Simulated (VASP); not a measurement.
Si6Ru:

```xyz
7
Lattice="3.9956 0.0000 0.0000 0.0000 3.9956 0.0000 0.0000 0.0000 8.1027" Properties=species:S:1:pos:R:3 pbc="T T T"
Si    0.0000    1.9978    4.0513
Si    1.9978    0.0000    4.0513
Si    0.0000    1.9978    6.8993
Si    1.9978    0.0000    6.8993
Si    0.0000    1.9978    1.2034
Si    1.9978    0.0000    1.2034
Ru    0.0000    0.0000    0.0000
```

```yaml
Program: VASP 6.6.1
Task: relaxation of cell and atoms
Functional: PBE
Potentials_or_basis: VASP PAW PBE potentials, release 64 (Si, Ru_pv)
Cutoff: 600 eV
k_mesh: 4 × 4 × 2
Occupations: gaussian, width 0.2 eV
Spin: no spin polarisation
```

At the start: pressure 1.6 GPa; volume 18.48 Å³/atom.

Task: Where does the relaxation end?

Result: Over 10 steps the energy falls by 325.2 meV/atom and the volume is 16.06 Å³/atom (-13.1 %); space group P4/mmm (No. 123, to 0.05 Å).

The path:
```tsv
step	energy change (eV)	largest force (eV/Å)	pressure (GPa)	volume (Å³)
1	0.0000	3.2915	1.63	129.36
2	-1.1650	0.8996	-8.49	132.90
3	-1.2236	0.3663	-10.91	134.15
4	-2.1345	0.0407	-5.45	119.27
5	-2.2255	0.3260	-1.13	113.75
6	-2.2267	0.2731	-1.77	114.43
7	-2.2703	0.0990	-0.19	112.78
8	-2.2707	0.1363	-0.04	112.63
9	-2.2742	0.0992	-0.13	112.56
10	-2.2767	0.0153	-0.38	112.39
```

Final structure:
```
Si Ru
1.0
     3.77622    0.00000    0.00000
     0.00000    3.77622    0.00000
     0.00000    0.00000    7.88149
Si Ru
6 1
Direct
  0.00000 0.50000 0.50000
  0.50000 0.00000 0.50000
  0.00000 0.50000 0.80773
  0.50000 0.00000 0.80773
  0.00000 0.50000 0.19227
  0.50000 0.00000 0.19227
  0.00000 0.00000 0.00000
```

Caveat: the k points lie up to 0.42 Å⁻¹ apart in the final cell; the relaxation stopped at a loose force limit of 0.08 eV/Å, so its end isn't a converged minimum.
